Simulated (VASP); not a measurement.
A run of VASP 6.6.1:

The input INCAR:

```
PREC     = Accurate       # precision mode
ENCUT    = 600            # plane-wave cutoff, eV
EDIFF    = 1E-6           # SCF threshold, eV
ISMEAR   = 0              # smearing method
SIGMA    = 0.15           # smearing width, eV
LREAL    = False          # projectors in reciprocal space
LASPH    = True           # aspherical terms in the spheres
NELM     = 60             # most SCF steps
ALGO     = Normal         # electronic algorithm
ISIF     = 3              # what is computed and relaxed
LWAVE    = False          # write WAVECAR
LCHARG   = False          # write CHGCAR
GGA      = PE             # functional
IBRION   = 2              # ionic algorithm
NSW      = 36             # ionic steps
EDIFFG   = -0.08          # ionic threshold
```

The input KPOINTS:

```
Automatic mesh
0
Gamma
  3 3 3
```

File POSCAR:

```
ZrAl3B3N
1.0
    3.3950000000      1.9601041600      2.7700000000
   -3.3950000000      1.9601041600      2.7700000000
    0.0000000000     -3.9202083300      2.7700000000
Zr Al B N
1 3 3 1
Direct
    0.0000000000      0.0000000000      0.0000000000
    0.5000000000      0.5000000000      0.0000000000
    0.0000000000      0.5000000000      0.5000000000
    0.5000000000      0.0000000000      0.5000000000
    0.7500000000      0.7500000000      0.2500000000
    0.2500000000      0.7500000000      0.7500000000
    0.7500000000      0.2500000000      0.7500000000
    0.2500000000      0.2500000000      0.2500000000
```

Potentials or basis: VASP PAW PBE potentials, release 64 (Zr_sv, Al, B, N).

Command:

```sh
$ cat potpaw_PBE.64/Zr_sv/POTCAR potpaw_PBE.64/Al/POTCAR potpaw_PBE.64/B/POTCAR potpaw_PBE.64/N/POTCAR > POTCAR
$ mpirun -np 1 vasp_std > vasp.out
```

Hardware: 1 thread of Intel(R) Xeon(R) 6975P-C (Granite Rapids), with other jobs on the host.

Q: Estimate the wall time of this run.

A: Run time: 4.1 min on 1 thread of Intel(R) Xeon(R) 6975P-C (Granite Rapids), with other jobs on the host, peak memory 0.24 GiB. Counts: scf iterations 249, k points 6, ion steps 29.
